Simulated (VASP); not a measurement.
Au, 2 atoms in the cell. It takes space group P6_3/mmc (No. 194, hexagonal). The conventional cell has a = 2.890 Å, b = 2.890 Å, c = 4.865 Å, α = 90.00°, β = 90.00°, γ = 120.00°. Within 3.8 Å of Au (site symmetry -6m2) lie 12 Au at 2.89 to 2.95 Å. 

- Program: VASP 6.6.1
- Task: single point
- Functional: r2SCAN
- Potentials or basis: VASP PAW PBE potentials, release 64 (Au)
- Cutoff: 520 eV
- k mesh: 18 × 18 × 10
- Occupations: gaussian, width 0.1 eV
- Spin: no spin polarisation
- Dipole correction: no
- Further INCAR settings: ALGO = Normal; EDIFF = 1e-06; NBANDS = 18

Potentials or basis: VASP PAW PBE potentials, release 64 (Au).

Launch:

```console
$ cat potpaw_PBE.64/Au/POTCAR > POTCAR
$ cp INCAR.step1 INCAR
$ mpirun -np 1 vasp_std > vasp.out
$ cp INCAR.step2 INCAR
$ mpirun -np 1 vasp_std > vasp.out
```

Hardware: 1 thread of AMD EPYC 7R13 Processor (Zen 3) (shared host).

Estimate the wall time of this run.

Run time: 6.7 min on 1 thread of AMD EPYC 7R13 Processor (Zen 3), with other jobs on the host, peak memory 0.22 GiB. Counts: k points 222.
